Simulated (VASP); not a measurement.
Te2Mo:

```
CELL_PARAMETERS angstrom
4.42844 0.00000 0.00000
-2.21422 3.83514 0.00000
0.00000 0.00000 6.63189
ATOMIC_POSITIONS crystal
Mo 0.00000 0.00000 0.00000
Te 0.33333 0.66667 0.27133
Te 0.66667 0.33333 0.72867
```

* Program: VASP 6.6.1
* Task: relaxation of cell and atoms
* Functional: PBE
* Dispersion: D3(BJ)
* Potentials or basis: VASP PAW PBE potentials, release 64 (Mo_sv, Te)
* Cutoff: 600 eV
* k mesh: 6 × 6 × 4
* Occupations: fermi-dirac, width 0.02 eV
* Spin: no spin polarisation

At the start: pressure -15.4 GPa; volume 37.54 Å³/atom.

Question: How do energy, volume and symmetry change on relaxing?

Answer: Over 20 steps the energy falls by 1038.6 meV/atom and the volume is 24.38 Å³/atom (-35.1 %); space group P-3m1 (No. 164, to 0.05 Å).

Step by step:
```csv
step,energy change (eV),largest force (eV/Å),pressure (GPa),volume (Å³)
1,0.0000,1.8450,-15.39,112.63
2,-1.7081,4.4090,26.81,63.41
3,-2.8281,1.2360,5.88,77.06
4,-2.5803,0.1246,-8.52,83.97
5,-2.7753,0.4144,-5.11,79.77
6,-2.8130,0.6018,-3.84,78.53
7,-2.8293,0.7398,-2.61,77.79
8,-2.8627,0.4160,-2.38,75.51
9,-3.0129,0.9085,-0.21,68.89
10,-3.0498,0.3550,-1.35,71.46
11,-3.0534,0.4625,-1.17,70.97
12,-3.0513,0.2001,3.75,68.60
13,-3.0650,0.1561,1.09,69.82
14,-3.0849,0.1123,0.84,70.47
15,-3.1142,0.0067,0.49,72.28
16,-3.1150,0.0222,0.49,72.72
17,-3.1088,0.2405,-1.68,74.19
18,-3.1155,0.0367,-0.02,73.04
19,-3.1158,0.0097,0.00,73.17
20,-3.1158,0.0006,-0.01,73.14
```

Final structure:
```xyz
3
Lattice="3.4566 0.0000 0.0000 -1.7283 2.9935 0.0000 0.0000 0.0000 7.0689" Properties=species:S:1:pos:R:3 pbc="T T T"
Mo    0.0000    0.0000    0.0000
Te    0.0000    1.9956    1.8662
Te    1.7283    0.9978    5.2027
```

Caveat: the volume moved by over 15 % at a fixed basis, so the end points are rough.
